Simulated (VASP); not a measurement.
Here is a VASP 6.6.1 calculation.

The input INCAR:

```
SYSTEM = Cu
ALGO = Normal ; EDIFF = 1E-6
ENCUT = 520 ; GGA = RE
ISIF = 2 ; ISMEAR = -1
LASPH = .True. ; LCHARG = .False.
LREAL = .False. ; LWAVE = .False.
NBANDS = 24 ; NELM = 100
PREC = Accurate ; SIGMA = 0.1
```

The input KPOINTS:

```
k-points
0
Gamma
  12 12 16
  0 0 0
```

File POSCAR:

```
Cu
1.0
    3.9881560460      0.0000000000      0.0000000000
   -1.9940780230      3.4538444501      0.0000000000
    0.0000000000      0.0000000000      2.3958461804
Cu
3
Direct
    0.0000000000      1.0000000000      1.0000000000
    0.3333333333      0.6666666667      0.5000000000
    0.6666666667      0.3333333333      0.5000000000
```

Potentials or basis: VASP PAW PBE potentials, release 64 (Cu).

Command:

```console
$ cat potpaw_PBE.64/Cu/POTCAR > POTCAR
$ mpirun -np 1 vasp_std > vasp.out
```

Estimate the pressure.

22.4 GPa.

Stress tensor (GPa, compression positive):
```
22.78  0.00  0.00
 0.00 22.78  0.00
 0.00  0.00 21.78
```

Caveat: the PAW data sets were made with another functional, which shifts forces and pressure a little.
